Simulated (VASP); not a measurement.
A run of VASP 6.6.1:

INCAR

```
  PREC = Accurate
  ENCUT = 520
  EDIFF = 1E-6
  ISMEAR = 0
  SIGMA = 0.1
  LREAL = F
  LASPH = T
  NELM = 100
  ALGO = Normal
  ISIF = 2
  LWAVE = F
  LCHARG = F
  GGA = PS
  NBANDS = 19
```

File KPOINTS:

```
Automatic mesh
0
Gamma
  12 12 8
```

POSCAR

```
TiTe2
1.0
    3.6961233324      0.0000000000      0.0000000000
   -1.8480616662      3.2009367014      0.0000000000
    0.0000000000      0.0000000000      6.4445019192
Ti Te
1 2
Direct
    0.0000000000      0.0000000000      0.0000000000
    0.6666666667      0.3333333333      0.2673356116
    0.3333333333      0.6666666667      0.7326643884
```

Potentials or basis: VASP PAW PBE potentials, release 64 (Ti_sv, Te).

Command:

```console
$ cat potpaw_PBE.64/Ti_sv/POTCAR potpaw_PBE.64/Te/POTCAR > POTCAR
$ mpirun -np 1 vasp_std > vasp.out
```

Hardware: 1 thread of AMD EPYC 7R43 64-Core Processor (Zen 3) (shared host).

How long does it take, and how much memory?

Run time: 4 min on 1 thread of AMD EPYC 7R43 64-Core Processor (Zen 3) (shared host), peak memory 0.28 GiB. Counts: scf iterations 16, k points 131.
